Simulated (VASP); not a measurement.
Write the native input for VASP 6.6.1 that does the following.

| Item | Value |
| --- | --- |
| Task | electric field gradients |
| Functional | PBE |
| Potentials or basis | VASP PAW PBE potentials, release 64 (Pb_d) |
| Cutoff | 520 eV |
| k mesh | 8 × 8 × 8 |
| Occupations | fermi-dirac, width 0.05 eV |
| Spin | no spin polarisation |
| Dipole correction | no |
| Further INCAR settings | ALGO = Normal; EDIFF = 1e-08; NBANDS = 21 |

The structure of Pb lies in POSCAR:

```
Pb
1.0
    0.0000000000      3.4100995290      3.4100995290
    3.4100995290      0.0000000000      3.4100995290
    3.4100995290      3.4100995290      0.0000000000
Pb
2
Direct
    0.0000000000      0.0000000000      0.0000000000
    0.2500000000      0.2500000000      0.2500000000
```

This cell differs from its parent crystal: volume scaled by 0.975.

One way to write it, as run:

INCAR

```
PREC     = Accurate       # precision mode
ENCUT    = 520            # plane-wave cutoff, eV
EDIFF    = 1E-8           # SCF threshold, eV
ISMEAR   = -1             # smearing method
SIGMA    = 0.05           # smearing width, eV
LREAL    = False          # projectors in reciprocal space
LASPH    = True           # aspherical terms in the spheres
NELM     = 80             # most SCF steps
ALGO     = Normal         # electronic algorithm
ISIF     = 2              # what is computed and relaxed
LWAVE    = False          # write WAVECAR
LCHARG   = False          # write CHGCAR
GGA      = PE             # functional
LEFG     = True         
NBANDS   = 21             # bands
```

KPOINTS

```
regular mesh
0
Gamma
  8 8 8
```

Potentials or basis: VASP PAW PBE potentials, release 64 (Pb_d).

Command:

```console
$ cat potpaw_PBE.64/Pb_d/POTCAR > POTCAR
$ mpirun -np 1 vasp_std > vasp.out
```

Results of the run:

| Item | Value |
| --- | --- |
| Pressure | 3.3 GPa |
| Band gap on the k mesh | zero (band 14 reaches 4.99 eV, above the bottom of band 15 at 3.80 eV) |

Caveat: without QUAD_EFG the Cq values of the log hold for a quadrupole moment of 1 mb, not for the nuclei; spin-orbit coupling is left out, which moves the levels of the heavy elements.

It took 17 s on 1 thread of Intel(R) Xeon(R) 6975P-C (Granite Rapids), with other jobs on the host, peak memory 0.21 GiB.
